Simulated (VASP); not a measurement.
Runs of VASP 6.6.1 on AlRu. The structure is that of space group Pm-3m (No. 221), or close to it. The cells are those of the table. 

```csv
task,level,spin,cell,k mesh,cutoff (eV),gap on the mesh (eV),pressure (GPa)
relaxation of cell and atoms,PBE,off,"relaxed from a = 2.992 Å, 2 atoms",18 × 18 × 18,600,none,0.0
single point,PBE,off,"a = 2.992 Å, 2 atoms",6 × 6 × 6,520,none,2.5
single point,PBE,off,"a = 3.004 Å, 2 atoms",18 × 18 × 18,520,none,(a)
single point,PBE,"collinear, ferromagnetic start","a = 2.992 Å, 2 atoms",6 × 6 × 6,520,none,2.5
single point,PBEsol,off,"a = 3.004 Å, 2 atoms",18 × 18 × 18,520,none,-5.7
```

Alike in all rows: potentials or basis VASP PAW PBE potentials, release 64 (Al, Ru_pv).

Problem. Fill in the values left out.

Solution. (a) -0.1.

Caveats: the cell stands under tension (at least some runs); the PAW data sets were made with another functional, which shifts forces and pressure a little (at least some runs).

A k mesh can miss the band edges, and the runs leave out spin-orbit coupling on Ru.

A gap of «none» marks levels without a gap at the run's occupations.
